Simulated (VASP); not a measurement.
A run of VASP 6.6.1:

The input INCAR:

```
  PREC = Accurate
  ENCUT = 520
  EDIFF = 1E-6
  ISMEAR = 0
  SIGMA = 0.15
  LREAL = False
  LASPH = True
  NELM = 80
  ALGO = Fast
  ISIF = 2
  LWAVE = False
  LCHARG = False
  GGA = PE
  NBANDS = 19
```

File KPOINTS:

```
regular mesh
0
Gamma
  18 18 10
```

File POSCAR:

```
Ti
1.0
    2.8614979246      0.0000000000      0.0000000000
   -1.4307489623      2.4781298956      0.0000000000
    0.0000000000      0.0000000000      4.5454200000
Ti
2
Direct
    0.3333333333      0.6666666667      0.2500000000
    0.6666666667      0.3333333333      0.7500000000
```

Potentials or basis: VASP PAW PBE potentials, release 64 (Ti_sv).

Command:

```console
$ cat potpaw_PBE.64/Ti_sv/POTCAR > POTCAR
$ mpirun -np 1 vasp_std > vasp.out
```

Hardware: 1 thread of Intel(R) Xeon(R) Platinum 8259CL CPU @ 2.50GHz (Skylake/Cascade Lake), with other jobs on the host.

Estimate the wall time of this run.

Wall time 4.6 min on 1 thread of Intel(R) Xeon(R) Platinum 8259CL CPU @ 2.50GHz (Skylake/Cascade Lake), with other jobs on the host, peak memory 0.23 GiB. Counts: scf iterations 38, k points 222.
